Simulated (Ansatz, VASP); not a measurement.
# Mg6NbSi: VASP beside Ansatz

```
Nb Si Mg
1.0
     4.81729    0.00000    0.00000
     0.00000    3.12547    5.30688
     0.00000   -3.12547    5.30688
Nb Si Mg
1 1 6
Direct
  0.50000 0.67926 0.67926
  0.00000 0.80804 0.80804
  0.50000 0.16781 0.16781
  0.50000 0.67222 0.16630
  0.50000 0.16630 0.67222
  0.00000 0.33375 0.33375
  0.00000 0.83195 0.34068
  0.00000 0.34068 0.83195
```

Alike in both runs: task single point; functional PBE; k mesh 6 × 5 × 5; occupations fermi-dirac, width 0.05 eV; no spin polarisation.

|  | VASP | Ansatz |
| --- | --- | --- |
| version | VASP 6.6.1 | Ansatz 0.2.0 |
| potentials or method | VASP PAW PBE potentials, release 64 (Nb_sv, Si, Mg) | Ansatz PAW |
| plane-wave cutoff (eV) | 520 | 420 |
| valence electrons in the cell | 29 | 77 |

```csv
,VASP,Ansatz,Ansatz less VASP
gap on the k mesh at the Fermi level (eV),none,none,-
pressure (GPa),0.0,0.1,+0.13
"traceless stress, the component that is largest in VASP (GPa)",-0.22,-0.21,+0.008
rms of the force components (eV/Å),0.022,0.022,+0.0002
```

Atom by atom the forces differ by 0.001 eV/Å (rms over components). A gap of «none» marks a metal or a gap that the smearing closes. With one functional, cell and mesh, what is left measures potentials, basis and numerics. VASP's potentials hold 29 valence electrons a cell and Ansatz's 77, so a difference there can come from the potentials and not from the codes.
